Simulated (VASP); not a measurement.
La: single point with LDA

Crystal: La.

```xyz
4
Lattice="3.5930 0.0000 0.0000 -1.7965 3.1116 0.0000 0.0000 0.0000 11.5417" Properties=species:S:1:pos:R:3 pbc="T T T"
La    0.0000    0.0000    0.0000
La    0.0000    0.0000    5.7708
La    0.0000    2.0744    2.8854
La    1.7965    1.0372    8.6563
```

```
Program             : VASP 6.6.1
Task                : single point
Functional          : LDA
Potentials or basis : VASP PAW LDA potentials, release 64 (La)
Cutoff              : 520 eV
k mesh              : 12 × 12 × 4
Occupations         : gaussian, width 0.1 eV
Spin                : no spin polarisation
```

```
Pressure               : -0.1 GPa
Band gap on the k mesh : zero (bands 22 and 23 overlap by 1.21 eV)
```

Levels at points of the mesh, in eV from the Fermi level:
| k point | band 18 | band 19 | band 20 | band 21 | band 22 | band 23 | band 24 | band 25 | band 26 | band 27 |
| --- | --- | --- | --- | --- | --- | --- | --- | --- | --- | --- |
| (0.00, 0.00, 0.00) | -1.95 | -1.73 | -1.71 | 0.60 | 0.76 | 1.22 | 1.23 | 1.25 | 1.33 | 1.42 |
| (0.50, 0.00, 0.00) | -2.14 | -1.84 | -1.28 | -0.86 | -0.29 | -0.23 | 0.47 | 1.13 | 1.17 | 1.43 |
| (0.00, 0.00, 0.50) | -2.52 | -1.81 | -1.81 | 0.70 | 0.70 | 1.29 | 1.29 | 1.32 | 1.34 | 1.36 |
| (0.50, 0.00, 0.50) | -1.96 | -1.54 | -1.54 | -1.32 | -1.32 | 0.61 | 0.61 | 1.35 | 1.35 | 1.44 |

It took 33 min on 1 thread of Intel Xeon 8259CL, with other jobs on the host, peak memory 0.31 GiB.

Caveat: spin-orbit coupling is left out, which moves the levels of the heavy elements.
